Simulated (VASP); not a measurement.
# Al2Cu (Pm) in VASP: notebook

Al2Cu is run at these levels: PBEsol; tasks: single point.

Everything below comes from runs of VASP 6.6.1. Logs are shortened: lines on timing, memory, paths and dates and some standing lists are left out, and cuts for length are marked.

## Step 1: The cell of the first run

It takes space group Pm (No. 6, monoclinic). Conventional cell: a = 4.084 Å, b = 2.846 Å, c = 4.084 Å, α = 90.00°, β = 90.00°, γ = 90.00°. Within 3.4 Å of Al (site symmetry m) lie 4 Cu at 2.37 to 2.61 Å and 6 Al at 2.49 to 3.31 Å. Within 3.4 Å of Al (site symmetry m) lie 4 Cu at 2.47 to 2.66 Å and 6 Al at 2.49 to 3.31 Å. Cu (site symmetry m) has 8 Al at 2.37 to 2.66 Å and 2 Cu at 2.85 Å within 3.1 Å.

## Step 2: Single point, PBEsol (atoms displaced along a vibrational mode)

The input, INCAR:

```
PREC     = Accurate       # precision mode
ENCUT    = 520            # plane-wave cutoff, eV
EDIFF    = 1E-7           # SCF threshold, eV
ISMEAR   = 0              # smearing method
SIGMA    = 0.15           # smearing width, eV
LREAL    = False          # projectors in reciprocal space
LASPH    = True           # aspherical terms in the spheres
NELM     = 80             # most SCF steps
ALGO     = Fast           # electronic algorithm
ISIF     = 2              # what is computed and relaxed
LWAVE    = False          # write WAVECAR
LCHARG   = False          # write CHGCAR
GGA      = PS             # functional
NBANDS   = 16             # bands
```

The input, KPOINTS:

```
regular mesh
0
Gamma
  10 10 14
```

The input, POSCAR:

```
Al2Cu
1.0
    4.0842078946      0.0000000000      0.0000000000
    0.0000000000      4.0842078946      0.0000000000
    0.0000000000      0.0000000000      2.8458943809
Al Cu
2 1
Direct
    0.5074638706      0.0052038551      0.5000000000
   -0.1089562558      0.4777925115      0.5000000000
    0.0430935180      0.0072197178      0.0000000000
```

Potentials or basis: VASP PAW PBE potentials, release 64 (Al, Cu).

On the command line:

```bash
cat potpaw_PBE.64/Al/POTCAR potpaw_PBE.64/Cu/POTCAR > POTCAR
mpirun -np 1 vasp_std > vasp.out
```

OUTCAR:

```text
PREC = Accurate
   ENCUT = 520
   EDIFF = 1E-7
   ISMEAR = 0
   LREAL = False
   LASPH = True
   NELM = 80
   ISIF = 2
   GGA = PS

 ion  position               nearest neighbor table
   1  0.507  0.005  0.500-   3 2.37   3 2.37   2 2.49   3 2.61   3 2.61   2 2.66   2 3.17   2 3.31

   2  0.891  0.478  0.500-   3 2.47   3 2.47   1 2.49   3 2.66   3 2.66   1 2.66   1 3.17   1 3.31

   3  0.043  0.007  0.000-   1 2.37   1 2.37   2 2.47   2 2.47   1 2.61   1 2.61   2 2.66   2 2.66

  LATTYP: Found a simple tetragonal cell.
 ALAT       =     4.0842078946
 C/A-ratio  =     0.6968044856

  Lattice vectors:

 A1 = (   4.0842078946,   0.0000000000,   0.0000000000)
 A2 = (   0.0000000000,   4.0842078946,   0.0000000000)
 A3 = (   0.0000000000,   0.0000000000,   2.8458943809)

Analysis of symmetry for initial positions (statically):
=====================================================================
 Subroutine PRICEL returns:
 Original cell was already a primitive cell.

 Routine SETGRP: Setting up the symmetry group for a
 simple tetragonal supercell.

 Subroutine GETGRP returns: Found  2 space group operations
 (whereof  2 operations were pure point group operations)
 out of a pool of 16 trial point group operations.

The static configuration has the point symmetry C_1h.

Analysis of symmetry for dynamics (positions and initial velocities):
=====================================================================
 Subroutine PRICEL returns:
 Original cell was already a primitive cell.

 Routine SETGRP: Setting up the symmetry group for a
 simple tetragonal supercell.

 Subroutine GETGRP returns: Found  2 space group operations
 (whereof  2 operations were pure point group operations)
 out of a pool of 16 trial point group operations.

The dynamic configuration has the point symmetry C_1h.

 Subroutine INISYM returns: Found  2 space group operations
 (whereof  2 operations are pure point group operations),
 and found     1 'primitive' translations

----------------------------------------------------------------------------------------

                                     Primitive cell

  volume of cell :      47.4717

  direct lattice vectors                    reciprocal lattice vectors
     4.084207895  0.000000000  0.000000000     0.244845519  0.000000000  0.000000000
     0.000000000  4.084207895  0.000000000     0.000000000  0.244845519  0.000000000
     0.000000000  0.000000000  2.845894381     0.000000000  0.000000000  0.351383385

  length of vectors
     4.084207895  4.084207895  2.845894381     0.244845519  0.244845519  0.351383385

  position of ions in fractional coordinates (direct lattice)
     0.507463871  0.005203855  0.500000000
     0.891043744  0.477792511  0.500000000
     0.043093518  0.007219718  0.000000000

  ion indices of the primitive-cell ions
   primitive index   ion index
                 1           1
                 2           2
                 3           3

----------------------------------------------------------------------------------------

 KPOINTS: regular mesh

Automatic generation of k-mesh.
 Grid dimensions read from file:
 generate k-points for:   10   10   14

 Generating k-lattice:

  Cartesian coordinates                     Fractional coordinates (reciprocal lattice)
     0.024484552  0.000000000  0.000000000     0.100000000  0.000000000  0.000000000
     0.000000000  0.024484552  0.000000000     0.000000000  0.100000000  0.000000000
     0.000000000  0.000000000  0.025098813     0.000000000  0.000000000  0.071428571

  Length of vectors
     0.024484552  0.024484552  0.025098813

  Shift w.r.t. Gamma in fractional coordinates (k-lattice)
     0.000000000  0.000000000  0.000000000

 Subroutine IBZKPT returns following result:
 ===========================================

 Found    416 irreducible k-points:

 Following reciprocal coordinates:
            Coordinates               Weight
  0.000000  0.000000  0.000000      1.000000
  0.100000  0.000000  0.000000      2.000000
  0.000000  0.100000  0.000000      2.000000
  0.200000  0.000000  0.000000      2.000000
  0.000000  0.200000  0.000000      2.000000
  0.300000  0.000000  0.000000      2.000000
[... 16 lines left out ...]
 -0.100000  0.400000  0.000000      2.000000
 -0.400000  0.100000  0.000000      2.000000
 [... further k-points ...]
   k-points           NKPTS =    416   k-points in BZ     NKDIM =    416   number of bands    NBANDS=     16
   number of dos      NEDOS =    301   number of ions     NIONS =      3
   total plane-waves  NPLWV =  21600
   dimension x,y,z NGX =    30 NGY =   30 NGZ =   24
   dimension x,y,z NGXF=    60 NGYF=   60 NGZF=   48
   ions per type =               2   1
   NGX,Y,Z   is equivalent  to a cutoff of  12.21, 12.21, 14.02 a.u.
   NGXF,Y,Z  is equivalent  to a cutoff of  24.42, 24.42, 28.04 a.u.
 SYSTEM =  unknown system
   PREC   = accura    normal or accurate (medium, high low for compatibility)
   ISTART =      0    job   : 0-new  1-cont  2-samecut
   ICHARG =      2    charge: 1-file 2-atom 10-const
   ISPIN  =      1    spin polarized calculation?
   LNONCOLLINEAR =      F non collinear calculations
   LSORBIT =      F    spin-orbit coupling
   LASPH  =      T    aspherical Exc in radial PAW
   ENCUT  =  520.0 eV  38.22 Ry    6.18 a.u.   7.59  7.59  5.29*2*pi/ulx,y,z
   NELM   =     80;   NELMIN=  2; NELMDL= -5     # of ELM steps
   EDIFF  = 0.1E-06   stopping-criterion for ELM
   LREAL  =      F    real-space projection
   EDIFFG = 0.1E-05   stopping-criterion for IOM
   NSW    =      0    number of steps for IOM
   IBRION =     -1    ionic relax: 0-MD 1-quasi-New 2-CG
   NFREE  =      0    steps in history (QN), initial steepest desc. (CG)
   ISIF   =      2    stress and relaxation
   ISYM   =      2    0-nonsym 1-usesym 2-fastsym
   POTIM  = 0.5000    time-step for ionic-motion
   TEBEG  =    0.0;   TEEND  =   0.0 temperature during run
   PSTRESS=    0.0 pullay stress
   NELECT =      17.0000    total number of electrons
   NUPDOWN=      -1.0000    fix difference up-down
   EMIN   =  10.00;   EMAX   =-10.00  energy-range for DOS
   EFERMI =   0.00;   METHOD = LEGACY
   ISMEAR =     0;   SIGMA  =   0.15  broadening in eV -4-tet -1-fermi 0-gaus
   EFERMI_NEDOS =   21; number of points for ismear=-14 and -15
   IALGO  =     68    algorithm
   IMIX   =      4    mixing-type and parameters
     AMIX     =   0.40;   BMIX     =  1.00
     AMIX_MAG =   1.60;   BMIX_MAG =  1.00
  volume/ion in A,a.u.               =      15.82       106.78
  Fermi-wavevector in a.u.,A,eV,Ry     =   1.162554  2.196908 18.388694  1.351531
  Thomas-Fermi vector in A             =   2.299113
   LORBIT       =      0    0 simple, 1 ext, 2 COOP (PROOUT), +10 PAW based schemes
   GGA     = PS    functional components
   LHFCALC =     F    Hartree Fock is set to
   AEXX    =    0.0000 exact exchange contribution
   IVDW    =     0    specifies the selected vdW correction
   LEPSILON=     F    determine dielectric tensor
   LRPA    =     F    only Hartree local field effects (RPA)
 non-spin polarized calculation
 RMM-DIIS sequential band-by-band and
 Gauss-broadening in eV      SIGMA  =   0.15
  energy-cutoff  :      520.00
  volume of cell :       47.47
 maximum number of plane-waves:      1294
   NGX = 15   NGY = 15   NGZ = 11

 number of electron      17.0000011 magnetization

 Free energy of the ion-electron system (eV)
  ---------------------------------------------------
  ext. energy  EPLUGINS =         0.00000000
  ---------------------------------------------------
  free energy    TOTEN  =       -12.15769337 eV

  energy without entropy =      -12.14494160  energy(sigma->0) =      -12.15131748

 E-fermi :   7.2215     XC(G=0): -10.5869

 val. band max:        7.2137519402   @ k =  -0.1000   0.5000   0.3571
 cond. band min:       7.2265270938   @ k =   0.4000   0.0000   0.2143
 fundamental gap:      0.0127751536
 Fermi energy:         7.2214635105

 k-point     1 :       0.0000    0.0000    0.0000
  band No.  band energies     occupation
      1      -3.4078      2.00000
      2       1.9640      2.00000
      3       2.3417      2.00000
      4       2.9876      2.00000
      5       3.2200      2.00000
      6       3.3779      2.00000
[... 8 lines left out ...]
     15      14.7008      0.00000
     16      19.3246      0.00000

 k-point     2 :       0.1000    0.0000    0.0000
  band No.  band energies     occupation
      1      -3.3226      2.00000
      2       1.8964      2.00000
      3       2.3367      2.00000
      4       2.9553      2.00000
      5       3.2171      2.00000
      6       3.3783      2.00000
[... 8 lines left out ...]
     15      15.7517      0.00000
     16      19.6929      0.00000

 k-point     3 :       0.0000    0.1000    0.0000
  band No.  band energies     occupation
      1      -3.3244      2.00000
      2       1.9003      2.00000
      3       2.3037      2.00000
      4       2.9693      2.00000
      5       3.2200      2.00000
      6       3.3747      2.00000
[... 8 lines left out ...]
     15      15.9031      0.00000
     16      19.6680      0.00000

 k-point     4 :       0.2000    0.0000    0.0000
  band No.  band energies     occupation
      1      -3.0704      2.00000
      2       1.5616      2.00000
      3       2.3419      2.00000
      4       2.8807      2.00000
      5       3.2094      2.00000
      6       3.3793      2.00000
[... 8 lines left out ...]
     15      17.4428      0.00000
     16      19.0336      0.00000
[... 324 lines left out ...]
 k-point    22 :       0.4000    0.1000    0.0000
  band No.  band energies     occupation
      1      -2.0810      2.00000
      2       0.0759      2.00000
      3       2.3618      2.00000
      4       2.7226      2.00000
      5       2.9656      2.00000
      6       3.1929      2.00000
[... 8 lines left out ...]
     15      17.2630      0.00000
     16      19.1005      0.00000

 k-point    23 :      -0.1000    0.4000    0.0000
  band No.  band energies     occupation
      1      -2.1113      2.00000
      2       0.0404      2.00000
      3       2.2732      2.00000
      4       2.8883      2.00000
      5       3.1518      2.00000
      6       3.2176      2.00000
[... 8 lines left out ...]
     15      17.1996      0.00000
     16      18.7088      0.00000

 k-point    24 :      -0.4000    0.1000    0.0000
  band No.  band energies     occupation
      1      -2.0798      2.00000
      2       0.0742      2.00000
      3       2.3604      2.00000
      4       2.7083      2.00000
      5       2.9749      2.00000
      6       3.1927      2.00000
[... 8 lines left out ...]
     15      17.2587      0.00000
     16      19.0823      0.00000

 [... further k-points ...]

------------------------ aborting loop because EDIFF is reached ----------------------------------------

  FORCE on cell =-STRESS in cart. coord.  units (eV):
  Direction    XX          YY          ZZ          XY          YZ          ZX
  --------------------------------------------------------------------------------------
  -------------------------------------------------------------------------------------
  Total        2.0373764      1.3079456      0.0698423      0.6251563      0.0000000      0.0000000
  in kB       68.7618245     44.1434039      2.3571908     21.0991381      0.0000000      0.0000000
  external PRESSURE =      38.4208064 kB  Pullay stress =       0.0000000 kB

 VOLUME and BASIS-vectors are now :
 -----------------------------------------------------------------------------
  energy-cutoff  :      520.00
  volume of cell :       47.47
      direct lattice vectors                 reciprocal lattice vectors
     4.084207895  0.000000000  0.000000000     0.244845519  0.000000000  0.000000000
     0.000000000  4.084207895  0.000000000     0.000000000  0.244845519  0.000000000
     0.000000000  0.000000000  2.845894381     0.000000000  0.000000000  0.351383385

 POSITION                                       TOTAL-FORCE (eV/Angst)
 -----------------------------------------------------------------------------------
      2.07259      0.02125      1.42295        -0.253096     -0.598384      0.000000
      3.63921      1.95140      1.42295         1.301874      1.210680      0.000000
      0.17600      0.02949      0.00000        -1.048778     -0.612296      0.000000
 -----------------------------------------------------------------------------------
    total drift:                               -0.000098      0.000809     -0.000002

  FREE ENERGIE OF THE ION-ELECTRON SYSTEM (eV)
  ---------------------------------------------------
  free  energy   TOTEN  =       -12.1576933655 eV

  energy  without entropy=      -12.1449416019  energy(sigma->0) =      -12.15131748
```

It took 2.6 min on 1 thread of Intel Xeon 6975P-C (Granite Rapids), shared host; peak memory 0.39 GiB.

What came out:

```yaml
Free_energy: -12.1577 eV
Pressure: 3.8 GPa
Largest_force: 1.778 eV/Å
Band_gap_on_the_k_mesh: zero (an odd number of electrons rules out a gap without spin polarisation)
```

Forces in eV/Å, atoms in the order of the input:
```
Al  -0.253 -0.598  0.000
Al   1.302  1.211  0.000
Cu  -1.049 -0.612  0.000
```

Stress tensor (GPa, compression positive):
```
6.88 2.11 0.00
2.11 4.41 0.00
0.00 0.00 0.24
```

Levels at points of the mesh, in eV from the Fermi level:
```
           k point  band 7  band 8  band 9  band 10  band 11  band 12
(0.00, 0.00, 0.00)   -2.37   -2.21   -0.09     0.48     5.90     6.38
(0.50, 0.00, 0.00)   -3.84   -0.76    1.16     1.36     2.46     7.87
(0.00, 0.50, 0.00)   -3.88   -1.13    0.57     2.01     2.93     7.72
(0.50, 0.50, 0.00)   -4.03   -3.87   -2.64     8.43     8.74     9.60
(0.00, 0.00, 0.50)   -2.88    1.93    1.99     2.22     2.93     3.65
(0.50, 0.00, 0.50)   -3.34   -2.11   -1.84     2.64     4.42     5.11
(0.00, 0.50, 0.50)   -2.82   -2.26   -1.82     3.78     3.82     4.43
(0.50, 0.50, 0.50)   -2.42   -1.84   -1.55    -0.51    -0.14     0.80
```

Caveat: the cell differs from its parent crystal (atoms displaced along a vibrational mode); the cell stands under pressure; the PAW data sets were made with another functional, which shifts forces and pressure a little.

## Step 3: Single point, PBEsol (atoms displaced along a vibrational mode)

The input, INCAR:

```
PREC     = Accurate       # precision mode
ENCUT    = 520            # plane-wave cutoff, eV
EDIFF    = 1E-6           # SCF threshold, eV
ISMEAR   = 0              # smearing method
SIGMA    = 0.15           # smearing width, eV
LREAL    = F              # projectors in reciprocal space
LASPH    = T              # aspherical terms in the spheres
NELM     = 100            # most SCF steps
ALGO     = Fast           # electronic algorithm
ISIF     = 2              # what is computed and relaxed
LWAVE    = F              # write WAVECAR
LCHARG   = T              # write CHGCAR
GGA      = PS             # functional
LELF     = T              # ELF
LVHAR    = T            
NBANDS   = 16             # bands
```

The input, KPOINTS:

```
Automatic mesh
0
Gamma
  10 10 14
```

The input, POSCAR:

```
Al2Cu
1.0
    4.0842078946      0.0000000000      0.0000000000
    0.0000000000      4.0842078946      0.0000000000
    0.0000000000      0.0000000000      2.8458943809
Al Cu
2 1
Direct
    0.5049764728      0.0052038551      0.5000000000
   -0.0726456654      0.4777925115      0.5000000000
    0.0287322400      0.0072197178      0.0000000000
```

Potentials or basis: VASP PAW PBE potentials, release 64 (Al, Cu).

On the command line:

```bash
cat potpaw_PBE.64/Al/POTCAR potpaw_PBE.64/Cu/POTCAR > POTCAR
mpirun -np 1 vasp_std > vasp.out
```

Run time: 2.5 min. Hardware: 1 thread of Intel Xeon 6975P-C (Granite Rapids), shared host; peak memory 0.4 GiB.

Results (log left out):

| Property | Result |
| --- | --- |
| Free energy | -12.3616 eV |
| Pressure | 2.1 GPa |
| Largest force | 1.392 eV/Å |
| Band gap on the k mesh | zero (an odd number of electrons rules out a gap without spin polarisation) |

Forces in eV/Å, atoms in the order of the input:
```
Al  -0.136 -0.407  0.000
Al   0.774  1.156  0.000
Cu  -0.639 -0.749  0.000
```

Stress tensor (GPa, compression positive):
```
3.50 1.15 0.00
1.15 2.29 0.00
0.00 0.00 0.61
```

Levels at points of the mesh, in eV from the Fermi level:
| k point | band 5 | band 6 | band 7 | band 8 | band 9 | band 10 | band 11 | band 12 | band 13 | band 14 |
| --- | --- | --- | --- | --- | --- | --- | --- | --- | --- | --- |
| (0.00, 0.00, 0.00) | -4.08 | -4.00 | -2.42 | -2.32 | -0.06 | 0.60 | 6.00 | 6.35 | 6.60 | 7.21 |
| (0.50, 0.00, 0.00) | -4.37 | -4.11 | -4.00 | -0.93 | 1.34 | 1.46 | 2.26 | 7.79 | 8.33 | 9.43 |
| (0.00, 0.50, 0.00) | -4.30 | -4.09 | -4.03 | -1.16 | 0.82 | 1.97 | 2.55 | 7.70 | 8.38 | 9.19 |
| (0.50, 0.50, 0.00) | -4.37 | -4.20 | -4.11 | -4.03 | -2.56 | 8.48 | 8.70 | 9.56 | 9.85 | 10.20 |
| (0.00, 0.00, 0.50) | -4.75 | -4.09 | -2.97 | 2.12 | 2.15 | 2.43 | 2.85 | 3.28 | 3.54 | 4.03 |
| (0.50, 0.00, 0.50) | -4.20 | -4.16 | -3.25 | -2.30 | -1.74 | 3.07 | 4.21 | 4.90 | 5.43 | 5.68 |
| (0.00, 0.50, 0.50) | -4.27 | -4.07 | -2.96 | -2.36 | -1.73 | 3.80 | 3.85 | 4.42 | 5.32 | 6.12 |
| (0.50, 0.50, 0.50) | -3.91 | -3.35 | -2.38 | -2.08 | -1.25 | -0.67 | -0.04 | 0.49 | 2.25 | 11.93 |

Caveat: the cell differs from its parent crystal (atoms displaced along a vibrational mode); the PAW data sets were made with another functional, which shifts forces and pressure a little.
